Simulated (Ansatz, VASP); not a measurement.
Sn in VASP and in Ansatz

File INCAR:

```
SYSTEM = Sn
PREC = Accurate ; ENCUT = 520
EDIFF = 1E-6 ; ISMEAR = 0
SIGMA = 0.1 ; LREAL = .False.
LASPH = .True. ; NELM = 60
ALGO = Normal ; ISIF = 2
LWAVE = .False. ; LCHARG = .False.
GGA = PS ; NBANDS = 21
```

The input KPOINTS:

```
regular mesh
0
Gamma
  12 12 12
  0 0 0
```

Contents of POSCAR:

```
Sn
1.0
    0.0000000000      3.1215531680      3.1215531680
    3.1215531680      0.0000000000      3.1215531680
    3.1215531680      3.1215531680      0.0000000000
Sn
2
Direct
    0.5000000000      0.5000000000      0.5000000000
    0.7500000000      0.7500000000      0.7500000000
```

Input for Ansatz:

```yaml
crystal:
  lattice:
    - [0.0, 3.121553168, 3.121553168]
    - [3.121553168, 0.0, 3.121553168]
    - [3.121553168, 3.121553168, 0.0]
  atoms:
    - { symbol: Sn, position: [0.5, 0.5, 0.5] }
    - { symbol: Sn, position: [0.75, 0.75, 0.75] }
basis:
  ecutwfc: 420
kpoints:
  mp_grid: { grid: [12, 12, 12] }
hamiltonian:
  xc: pbesol
scf:
  occupations: { method: gaussian, width: 0.1 }
output:
  forces: true
  stress: true
  eigenvalues: true
```

Alike in both runs: task single point; functional PBEsol; k mesh 12 × 12 × 12; occupations gaussian, width 0.1 eV; no spin polarisation.

|  | VASP | Ansatz |
| --- | --- | --- |
| version | VASP 6.6.1 | Ansatz 0.2.0 |
| potentials or method | VASP PAW PBE potentials, release 64 (Sn_d), cutoff 520 eV | scalar-relativistic, plane waves, PAW |
| valence electrons in the cell | 28 | 28 |

|  | VASP | Ansatz | Ansatz less VASP |
| --- | --- | --- | --- |
| gap on the k mesh at the Fermi level (eV) | 0.05 | 0.05 | -0.001 |
| least direct gap on the mesh (eV) | 0.05 | 0.05 | -0.001 |
| pressure (GPa) | 8.0 | 8.1 | +0.11 |

VASP's potentials were made for PBE, not for PBEsol.
